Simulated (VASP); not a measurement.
Here is a VASP 6.6.1 calculation.

INCAR

```
SYSTEM = BP
  PREC = Accurate
  ENCUT = 420
  EDIFF = 1E-6
  ISMEAR = 0
  SIGMA = 0.03
  LREAL = .False.
  LASPH = .True.
  NELM = 120
  ALGO = Normal
  ISIF = 2
  LWAVE = .False.
  LCHARG = .False.
  LDIPOL = .True.
  IDIPOL = 3
  DIPOL = 0.5 0.5 0.500
  GGA = PE
  NBANDS = 11
  GGA_COMPAT = .False.
  NELMDL = -8
```

The input KPOINTS:

```
Automatic mesh
0
Gamma
  12 12 1
  0 0 0
```

POSCAR

```
BP
1.0
    3.2000000000      0.0000000000      0.0000000000
   -1.6000000000      2.7712812921      0.0000000000
    0.0000000000      0.0000000000     14.0000000000
B P
1 1
Direct
    0.3333330000      0.6666670000      0.5000000000
    0.6666670000      0.3333330000      0.5000000000
```

Potentials or basis: VASP PAW PBE potentials, release 64 (B, P).

The run is started by

```bash
$ cat potpaw_PBE.64/B/POTCAR potpaw_PBE.64/P/POTCAR > POTCAR
$ mpirun -np 1 vasp_std > vasp.out
```

Question: Estimate the band gap on the k mesh.

Answer: 0.89 eV.
